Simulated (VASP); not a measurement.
Wanted: the native input for a VASP 6.6.1 run.

| Item | Value |
| --- | --- |
| Task | single point |
| Functional | PBE |
| Potentials or basis | VASP PAW PBE potentials, release 64 (Mn_pv, H) |
| Cutoff | 520 eV |
| k mesh | 8 × 8 × 14 |
| Occupations | gaussian, width 0.1 eV |
| Spin | collinear spin, ferromagnetic start |
| Starting moments | [3.36, 0.0, 0.0, 0.0, 0.0] μB |
| Dipole correction | no |
| Further INCAR settings | ALGO = Normal; EDIFF = 1e-07; NBANDS = 20 |

The structure of MnH4 lies in POSCAR:

```
MnH4
1.0
    4.7244370772      0.0000000000      0.0000000000
    0.0000000000      4.7244370772      0.0000000000
    0.0000000000      0.0000000000      2.7041350164
Mn H
1 4
Direct
    0.5000000000      0.5000000000      0.0000000000
    0.0918769283      0.5000000000      0.0000000000
    0.9081230717      0.5000000000      0.0000000000
    0.5000000000      0.0918769283      0.0000000000
    0.5000000000      0.9081230717      0.0000000000
```

These files were run (other wordings do the same):

INCAR

```
SYSTEM = MnH4
ALGO = Normal ; EDIFF = 1E-7
ENCUT = 520 ; GGA = PE
ISIF = 2 ; ISMEAR = 0
ISPIN = 2 ; LASPH = .True.
LCHARG = .False. ; LMAXMIX = 4
LORBIT = 11 ; LREAL = .False.
LWAVE = .False. ; MAGMOM = 3.36 0 0 0 0
NBANDS = 20 ; NELM = 150
PREC = Accurate ; SIGMA = 0.1
```

KPOINTS

```
k-points
0
Gamma
  8 8 14
  0 0 0
```

Potentials or basis: VASP PAW PBE potentials, release 64 (Mn_pv, H).

Run with:

```bash
$ cat potpaw_PBE.64/Mn_pv/POTCAR potpaw_PBE.64/H/POTCAR > POTCAR
$ mpirun -np 1 vasp_std > vasp.out
```

Results of the run:

| Item | Value |
| --- | --- |
| Pressure | -0.1 GPa |
| Net moment | 4.05 μB per cell |
| Site moments | Mn +3.61; H +0.00 μB |
| Valence electrons inside the program's atomic spheres | Mn 11.52; H 0.57 |

Wall time 120 s on 1 thread of Intel(R) Xeon(R) 6975P-C (Granite Rapids), on a shared host, peak memory 0.33 GiB.
